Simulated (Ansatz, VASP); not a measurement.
SnO: VASP beside Ansatz

```
Sn O
1.0
     3.10341    0.00000    0.00000
     0.00000    3.10341    0.00000
     0.00000    0.00000    3.10341
Sn O
1 1
Direct
  0.00000 0.00000 0.00000
  0.50000 0.50000 0.50000
```

Alike in both runs: task single point; functional PBE; k mesh 8 × 8 × 8; occupations fermi-dirac, width 0.02 eV; non-collinear spin, spin-orbit coupling.

```csv
,VASP,Ansatz
version,VASP 6.6.1,Ansatz 0.2.0
potentials or method,"VASP PAW PBE potentials, release 64 (Sn_d, O)","plane waves, PAW"
plane-wave cutoff (eV),520,420
valence electrons in the cell,20,20
```

|  | VASP | Ansatz | Ansatz less VASP |
| --- | --- | --- | --- |
| pressure (GPa) | 3.1 | 3.0 | -0.01 |
